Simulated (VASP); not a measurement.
Input of a VASP 6.6.1 run:

File INCAR:

```
SYSTEM = SnSe
ALGO = Normal ; EDIFF = 1E-7
ENCUT = 520 ; GGA = CA
ISIF = 2 ; ISMEAR = 0
LASPH = .True. ; LCHARG = .True.
LELF = .True. ; LREAL = .False.
LVHAR = .True. ; LWAVE = .False.
NBANDS = 28 ; NELM = 80
PREC = Accurate ; SIGMA = 0.05
```

Contents of KPOINTS:

```
k-points
0
Gamma
  6 6 4
  0 0 0
```

The input POSCAR:

```
SnSe
1.0
    4.2853274191      0.0000000000      0.0000000000
    0.0000000000      4.2853274191      0.0000000000
    0.0000000000      0.0000000000     10.9906921300
Sn Se
2 2
Direct
    0.5000000000      0.0000000000      0.3722291100
    0.0000000000      0.5000000000      0.6277708900
    0.5000000000      0.0000000000      0.6103528600
    0.0000000000      0.5000000000      0.3782738800
```

Potentials or basis: VASP PAW LDA potentials, release 64 (Sn_d, Se).

Run with:

```console
$ cat potpaw_LDA.64/Sn_d/POTCAR potpaw_LDA.64/Se/POTCAR > POTCAR
$ mpirun -np 1 vasp_std > vasp.out
```

Question: Predict the band gap on the k mesh.

Answer: 1.42 eV.

Question: Predict the largest force.

Answer: 0.592 eV/Å.

Forces on the atoms (eV/Å):
```
Sn   0.000  0.000 -0.242
Sn   0.000  0.000 -0.592
Se   0.000  0.000  0.438
Se   0.000  0.000  0.396
```

Caveat: the cell differs from its parent crystal (all Se atoms moved +0.062 Å, as atom 3 towards its neighbour atom 1 (Sn) at 2.680 Å); spin-orbit coupling is left out, which moves the levels of the heavy elements.
